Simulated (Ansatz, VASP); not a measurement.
## Tc: VASP beside Ansatz

The input INCAR:

```
SYSTEM = Tc
PREC = Accurate
ENCUT = 520
EDIFF = 1E-6
ISMEAR = -1
SIGMA = 0.05
LREAL = .False.
LASPH = .True.
NELM = 100
ALGO = Fast
ISIF = 2
LWAVE = .False.
LCHARG = .False.
GGA = PS
NBANDS = 34
```

The input KPOINTS:

```
regular mesh
0
Gamma
  11 11 3
  0 0 0
```

Contents of POSCAR:

```
Tc
1.0
    2.7393552909      0.0000000000      0.0000000000
   -1.3696776454      2.3723512719      0.0000000000
    0.0000000000      0.0000000000      8.7696844400
Tc
4
Direct
    0.6503330000      0.3266860000      0.7534020000
    0.0067170000     -0.0011870000      0.5029540000
    0.3432900000      0.6766430000      0.2433120000
    0.0031020000      0.0016420000     -0.0015520000
```

Contents of input.yaml:

```yaml
crystal:
  lattice:
    - [2.7393552909, 0.0, 0.0]
    - [-1.3696776454, 2.3723512719, 0.0]
    - [0.0, 0.0, 8.76968444]
  atoms:
    - { symbol: Tc, position: [0.650333, 0.326686, 0.753402] }
    - { symbol: Tc, position: [0.006717, -0.001187, 0.502954] }
    - { symbol: Tc, position: [0.34329, 0.676643, 0.243312] }
    - { symbol: Tc, position: [0.003102, 0.001642, -0.001552] }
hamiltonian:
  xc: pbesol
  pseudopotentials: { kind: paw }
kpoints:
  mp_grid: { grid: [11, 11, 3] }
scf:
  occupations: { method: fermi_dirac, width: 0.05 }
output:
  forces: true
  stress: true
  eigenvalues: true
  write_density: true
  write_potential: true
  elf: true
  volumetric_format: npy
```

Change from the starting cell: atoms moved at random, drawn with an rms of 0.05 Å.

Alike in both runs: task single point; functional PBEsol; k mesh 11 × 11 × 3; occupations fermi-dirac, width 0.05 eV; no spin polarisation.

```csv
,VASP,Ansatz
version,VASP 6.6.1,Ansatz 0.2.0
potentials or method,"VASP PAW PBE potentials, release 64 (Tc_pv)",Ansatz PAW earlier set
plane-wave cutoff (eV),520,500
valence electrons in the cell,52,60
```

```tsv
	VASP	Ansatz	Ansatz less VASP
gap on the k mesh at the Fermi level (eV)	none	none	-
pressure (GPa)	-5.5	-4.8	+0.69
traceless stress, the component that is largest in VASP (GPa)	1.41	1.43	+0.023
rms of the force components (eV/Å)	0.322	0.324	+0.0022
```

VASP's potentials were made for PBE, not for PBEsol. Atom by atom the forces differ by 0.004 eV/Å (rms over components). A gap of «none» marks a metal or a gap that the smearing closes. VASP's potentials hold 52 valence electrons a cell and Ansatz's 60, so a difference there can come from the potentials and not from the codes.
